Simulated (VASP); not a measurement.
Runs of VASP 6.6.1 on Hf. The structure is that of space group P6/mmm (No. 191), or close to it. The cells are those of the table. 

```csv
cell,k mesh,gap on the mesh (eV),pressure (GPa)
"a = 5.045, b = 5.045, c = 3.144 Å, angles 90.0, 90.0, 120.0°, 3 atoms",9 × 9 × 12,none,-11.2
"a = 4.858, b = 4.858, c = 3.028 Å, angles 90.0, 90.0, 120.0°, 3 atoms",9 × 9 × 12,none,0.1
"a = 4.858, b = 4.858, c = 3.028 Å, angles 90.0, 90.0, 120.0°, 3 atoms",7 × 7 × 10,none,0.1
"a = 4.655, b = 4.655, c = 2.902 Å, angles 90.0, 90.0, 120.0°, 3 atoms",9 × 9 × 12,none,19.8
"a = 4.858, b = 4.858, c = 3.028 Å, angles 90.0, 90.0, 120.0°, 3 atoms",10 × 10 × 14,none,0.1
"a = 4.792, b = 4.792, c = 2.987 Å, angles 90.0, 90.0, 120.0°, 3 atoms",9 × 9 × 12,none,(a)
"a = 4.922, b = 4.922, c = 3.068 Å, angles 90.0, 90.0, 120.0°, 3 atoms",9 × 9 × 12,none,-4.4
"a = 4.984, b = 4.984, c = 3.107 Å, angles 90.0, 90.0, 120.0°, 3 atoms",9 × 9 × 12,none,(b)
```

Alike in all rows: task single point; level LDA; potentials or basis VASP PAW LDA potentials, release 64 (Hf_pv); no spin polarisation; cutoff (eV) 520; smearing fermi-dirac 0.1 eV.

Problem. Fill in the values left out.

Solution. (a) 5.5; (b) -8.1.

Caveats: spin-orbit coupling is left out, which moves the levels of the heavy elements.

A k mesh can miss the band edges, and the runs leave out spin-orbit coupling on Hf.

A gap of «none» marks levels without a gap at the run's occupations.
